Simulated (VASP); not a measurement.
# Pd (P6_3/mmc) in VASP: further runs, part 2 of 2

VASP 6.6.1. The steps go on from the part before.

**5. Single point, RPBE, collinear spin (15.23 Å³/atom)**

This run uses another cell than the first one, of 15.23 Å³/atom.

INCAR reads:

```
SYSTEM = Pd
  PREC = Accurate
  ENCUT = 520
  EDIFF = 1E-7
  ISMEAR = -1
  SIGMA = 0.05
  LREAL = .False.
  LASPH = .True.
  NELM = 150
  ALGO = Normal
  ISIF = 2
  LWAVE = .False.
  LCHARG = .False.
  ISPIN = 2
  MAGMOM = -0.359 -0.359
  LORBIT = 11
  LMAXMIX = 4
  GGA = RP
  NBANDS = 21
```

KPOINTS reads:

```
regular mesh
0
Gamma
  15 15 8
  0 0 0
```

POSCAR reads:

```
Pd
1.0
    2.7566499614      0.0000000000      0.0000000000
   -1.3783249807      2.3873288959      0.0000000000
    0.0000000000      0.0000000000      4.6275705372
Pd
2
Direct
    0.3333333333      0.6666666667      0.2500000000
    0.6666666667      0.3333333333      0.7500000000
```

Potentials or basis: VASP PAW PBE potentials, release 64 (Pd).

On the command line:

```
$ cat potpaw_PBE.64/Pd/POTCAR > POTCAR
$ mpirun -np 1 vasp_std > vasp.out
```

OUTCAR:

```text
SYSTEM = Pd
   PREC = Accurate
   ENCUT = 520
   EDIFF = 1E-7
   ISMEAR = -1
   LREAL = .False.
   LASPH = .True.
   NELM = 150
   ISIF = 2
   ISPIN = 2
   LORBIT = 11
   GGA = RP

 ion  position               nearest neighbor table
   1  0.333  0.667  0.250-   2 2.81   2 2.81   2 2.81   2 2.81   2 2.81   2 2.81
   2  0.667  0.333  0.750-   1 2.81   1 2.81   1 2.81   1 2.81   1 2.81   1 2.81

  LATTYP: Found a hexagonal cell.
 ALAT       =     2.7566499614
 C/A-ratio  =     1.6786935599

  Lattice vectors:

 A1 = (   2.7566499614,   0.0000000000,   0.0000000000)
 A2 = (  -1.3783249807,   2.3873288959,   0.0000000000)
 A3 = (   0.0000000000,   0.0000000000,   4.6275705372)

Analysis of symmetry for initial positions (statically):
=====================================================================
 Subroutine PRICEL returns:
 Original cell was already a primitive cell.

 Routine SETGRP: Setting up the symmetry group for a
 hexagonal supercell.
[... 777 lines left out ...]
      3       6.3914      1.00000
      4       6.6420      1.00000
      5       6.6420      1.00000
      6       6.9634      1.00000
[... 565 lines left out ...]
     20      34.8605      0.00000
     21      35.5789      0.00000

 [... further k-points ...]

------------------------ aborting loop because EDIFF is reached ----------------------------------------

  FORCE on cell =-STRESS in cart. coord.  units (eV):
  Direction    XX          YY          ZZ          XY          YZ          ZX
  --------------------------------------------------------------------------------------
  -------------------------------------------------------------------------------------
  Total        1.3389784      1.3389784      1.0380526      0.0000000      0.0000000      0.0000000
  in kB       70.4428993     70.4428993     54.6113651      0.0000000      0.0000000      0.0000000
  external PRESSURE =      65.1657212 kB  Pullay stress =       0.0000000 kB

 VOLUME and BASIS-vectors are now :
 -----------------------------------------------------------------------------
  energy-cutoff  :      520.00
  volume of cell :       30.45
      direct lattice vectors                 reciprocal lattice vectors
     2.756649961  0.000000000  0.000000000     0.362759151  0.209439094  0.000000000
    -1.378324981  2.387328896  0.000000000     0.000000000  0.418878187  0.000000000
     0.000000000  0.000000000  4.627570537     0.000000000  0.000000000  0.216096112

 POSITION                                       TOTAL-FORCE (eV/Angst)
 -----------------------------------------------------------------------------------
     -0.00000      1.59155      1.15689         0.000000     -0.000000      0.000000
      1.37832      0.79578      3.47068        -0.000000      0.000000      0.000000
 -----------------------------------------------------------------------------------
    total drift:                               -0.000000      0.000000     -0.000000

  FREE ENERGIE OF THE ION-ELECTRON SYSTEM (eV)
  ---------------------------------------------------
  free  energy   TOTEN  =        -9.1988797392 eV

  energy  without entropy=       -9.1654019007  energy(sigma->0) =       -9.18214082

 total charge

# of ion       s       p       d       tot
------------------------------------------
    1        0.477   0.442   8.469   9.387
    2        0.477   0.442   8.469   9.387
--------------------------------------------------
tot          0.954   0.883  16.937  18.774

 magnetization (x)

# of ion       s       p       d       tot
------------------------------------------
    1        0.002   0.009  -0.340  -0.329
    2        0.002   0.009  -0.340  -0.329
--------------------------------------------------
tot          0.005   0.017  -0.680  -0.657
```

OSZICAR:

```text
N       E                     dE             d eps       ncg     rms          rms(c)
DAV:   1     0.117010335940E+03    0.11701E+03   -0.98029E+03 11340   0.910E+02
DAV:   2    -0.684411924996E+01   -0.12385E+03   -0.11550E+03 12730   0.229E+02
DAV:   3    -0.959544246896E+01   -0.27513E+01   -0.27226E+01 13453   0.360E+01
DAV:   4    -0.961384990635E+01   -0.18407E-01   -0.18405E-01 13456   0.295E+00
DAV:   5    -0.961413981826E+01   -0.28991E-03   -0.28991E-03 14089   0.395E-01    0.981E+00
DAV:   6    -0.921963274801E+01    0.39451E+00   -0.66331E-01 13905   0.784E+00    0.511E+00
DAV:   7    -0.920291786376E+01    0.16715E-01   -0.11254E-02 14021   0.861E-01    0.251E+00
DAV:   8    -0.919866767551E+01    0.42502E-02   -0.16881E-03 13748   0.251E-01    0.660E-01
DAV:   9    -0.919879423090E+01   -0.12656E-03   -0.59198E-05 14990   0.489E-02    0.831E-02
DAV:  10    -0.919885985190E+01   -0.65621E-04   -0.23601E-05 13751   0.367E-02    0.397E-02
DAV:  11    -0.919887854194E+01   -0.18690E-04   -0.14203E-05 13599   0.300E-02    0.102E-02
DAV:  12    -0.919888019799E+01   -0.16561E-05   -0.19111E-06 13911   0.105E-02    0.489E-03
DAV:  13    -0.919887985368E+01    0.34430E-06   -0.10545E-07 10774   0.252E-03    0.158E-03
DAV:  14    -0.919887970266E+01    0.15102E-06   -0.37125E-08  8165   0.129E-03    0.907E-04
DAV:  15    -0.919887973915E+01   -0.36492E-07   -0.60851E-09  7665   0.565E-04
   1 F= -.91988797E+01 E0= -.91821408E+01  d E =-.334778E-01  mag=    -0.6544
```

stdout:

```text
POSCAR found type information on POSCAR Pd
 POSCAR found :  1 types and       2 ions
 scaLAPACK will be used
 -----------------------------------------------------------------------------
|                                                                             |
|                                                                             |
|     You enforced a specific xc type in the INCAR file but a different       |
|     I HOPE YOU KNOW WHAT YOU ARE DOING!                                     |
|                                                                             |
 -----------------------------------------------------------------------------

 LDA part: xc-table for (Slater+PW92), standard interpolation
 POSCAR, INCAR and KPOINTS ok, starting setup
 FFT: planning ... GRIDC
 FFT: planning ... GRID_SOFT
 FFT: planning ... GRID
 WAVECAR not read
 entering main loop
```

Run time: 4.3 min. Hardware: 1 thread of Intel Xeon 8259CL, shared host; peak memory 0.26 GiB.

Results:

- Free energy: -9.1989 eV
- Pressure: 6.5 GPa
- Net moment: -0.65 μB per cell
- Site moments: Pd -0.33 μB
- Valence electrons inside the program's atomic spheres: Pd 9.39

Caveat: the cell stands under pressure; the PAW data sets were made with another functional, which shifts forces and pressure a little.

**6. Single point, RPBE, collinear spin (15.86 Å³/atom)**

INCAR reads:

```
PREC = Accurate
ENCUT = 520
EDIFF = 1E-6
ISMEAR = -1
SIGMA = 0.05
LREAL = False
LASPH = True
NELM = 150
ALGO = Normal
ISIF = 2
LWAVE = False
LCHARG = False
ISPIN = 2
MAGMOM = -0.359 -0.359
LORBIT = 11
LMAXMIX = 4
GGA = RP
NBANDS = 21
```

KPOINTS reads:

```
Automatic mesh
0
Gamma
  15 15 8
```

POSCAR reads:

```
Pd
1.0
    2.7944169827      0.0000000000      0.0000000000
   -1.3972084913      2.4200360958      0.0000000000
    0.0000000000      0.0000000000      4.6909697927
Pd
2
Direct
    0.3333333333      0.6666666667      0.2500000000
    0.6666666667      0.3333333333      0.7500000000
```

Potentials or basis: VASP PAW PBE potentials, release 64 (Pd).

On the command line:

```
$ cat potpaw_PBE.64/Pd/POTCAR > POTCAR
$ mpirun -np 1 vasp_std > vasp.out
```

OUTCAR:

```text
PREC = Accurate
   ENCUT = 520
   EDIFF = 1E-6
   ISMEAR = -1
   LREAL = False
   LASPH = True
   NELM = 150
   ISIF = 2
   ISPIN = 2
   LORBIT = 11
   GGA = RP

 ion  position               nearest neighbor table
   1  0.333  0.667  0.250-   2 2.85   2 2.85   2 2.85   2 2.85   2 2.85   2 2.85
   2  0.667  0.333  0.750-   1 2.85   1 2.85   1 2.85   1 2.85   1 2.85   1 2.85

  LATTYP: Found a hexagonal cell.
 ALAT       =     2.7944169827
 C/A-ratio  =     1.6786935600

  Lattice vectors:

[... 1370 lines left out ...]
  external PRESSURE =      -0.7883139 kB  Pullay stress =       0.0000000 kB

 VOLUME and BASIS-vectors are now :
 -----------------------------------------------------------------------------
  energy-cutoff  :      520.00
  volume of cell :       31.72
      direct lattice vectors                 reciprocal lattice vectors
     2.794416983  0.000000000  0.000000000     0.357856399  0.206608489  0.000000000
    -1.397208491  2.420036096  0.000000000     0.000000000  0.413216977  0.000000000
     0.000000000  0.000000000  4.690969793     0.000000000  0.000000000  0.213175536

 POSITION                                       TOTAL-FORCE (eV/Angst)
 -----------------------------------------------------------------------------------
     -0.00000      1.61336      1.17274        -0.000000      0.000000      0.000000
      1.39721      0.80668      3.51823         0.000000     -0.000000      0.000000
 -----------------------------------------------------------------------------------
    total drift:                               -0.000000      0.000000     -0.000000

  FREE ENERGIE OF THE ION-ELECTRON SYSTEM (eV)
  ---------------------------------------------------
  free  energy   TOTEN  =        -9.2240190790 eV

  energy  without entropy=       -9.1912119938  energy(sigma->0) =       -9.20761554

 total charge

# of ion       s       p       d       tot
------------------------------------------
    1        0.456   0.403   8.452   9.311
    2        0.456   0.403   8.452   9.311
--------------------------------------------------
tot          0.913   0.806  16.903  18.622

 magnetization (x)

# of ion       s       p       d       tot
------------------------------------------
    1        0.003   0.009  -0.373  -0.361
    2        0.003   0.009  -0.373  -0.361
--------------------------------------------------
tot          0.005   0.018  -0.745  -0.721
```

stdout:

```text
POSCAR found type information on POSCAR Pd
 POSCAR found :  1 types and       2 ions
 scaLAPACK will be used
 -----------------------------------------------------------------------------
|                                                                             |
|                                                                             |
|     You enforced a specific xc type in the INCAR file but a different       |
|     I HOPE YOU KNOW WHAT YOU ARE DOING!                                     |
|                                                                             |
 -----------------------------------------------------------------------------

 LDA part: xc-table for (Slater+PW92), standard interpolation
 POSCAR, INCAR and KPOINTS ok, starting setup
 FFT: planning ... GRIDC
 FFT: planning ... GRID_SOFT
 FFT: planning ... GRID
 WAVECAR not read
 entering main loop
```

Run time: 3.3 min. Hardware: 1 thread of Intel Xeon 8259CL, shared host; peak memory 0.26 GiB.

Results:

| Item | Value |
| --- | --- |
| Free energy | -9.2240 eV |
| Pressure | -0.1 GPa |
| Net moment | -0.71 μB per cell |
| Site moments | Pd -0.36 μB |
| Valence electrons inside the program's atomic spheres | Pd 9.31 |

Levels at points of the mesh, in eV from the Fermi level:
Spin up:
```tsv
k point	band 8	band 9	band 10	band 11	band 12	band 13
(0.00, 0.00, 0.00)	-1.36	-1.36	-0.12	-0.12	0.95	6.47
(0.00, 0.00, 0.50)	-2.36	-0.53	-0.53	-0.53	-0.53	13.38
```
Spin down:
```tsv
k point	band 7	band 8	band 9	band 10	band 11	band 12	band 13	band 14
(0.00, 0.00, 0.00)	-2.29	-1.60	-1.60	-0.38	-0.38	0.97	6.30	17.09
(0.00, 0.00, 0.50)	-2.62	-2.62	-0.79	-0.79	-0.79	-0.79	13.32	13.32
```

Caveat: the PAW data sets were made with another functional, which shifts forces and pressure a little.

**7. Overview**

| cell | k mesh | gap on the mesh (eV) | pressure (GPa) | moment (μB) |
| --- | --- | --- | --- | --- |
| a = 2.794, b = 2.794, c = 4.691 Å, angles 90.0, 90.0, 120.0°, 2 atoms | 13 × 13 × 7 | none | -0.2 | 0.00 |
| a = 2.678, b = 2.678, c = 4.495 Å, angles 90.0, 90.0, 120.0°, 2 atoms | 15 × 15 × 8 | none | 26.0 | 0.31 |
| a = 2.718, b = 2.718, c = 4.562 Å, angles 90.0, 90.0, 120.0°, 2 atoms | 15 × 15 × 8 | none | 15.0 | 0.54 |
| a = 2.757, b = 2.757, c = 4.628 Å, angles 90.0, 90.0, 120.0°, 2 atoms | 15 × 15 × 8 | none | 6.5 | 0.65 |
| a = 2.794, b = 2.794, c = 4.691 Å, angles 90.0, 90.0, 120.0°, 2 atoms | 15 × 15 × 8 | none | -0.1 | 0.71 |

Alike in all rows: task single point; level RPBE; potentials or basis VASP PAW PBE potentials, release 64 (Pd); spin collinear; cutoff (eV) 520; smearing fermi-dirac 0.05 eV.

Caveats: the PAW data sets were made with another functional, which shifts forces and pressure a little; the cell stands under pressure (at least some runs); a moment this small can come from the mesh or the smearing (at least some runs).

Total energies depend on the potentials used, so only differences within one code and one set of settings carry meaning.
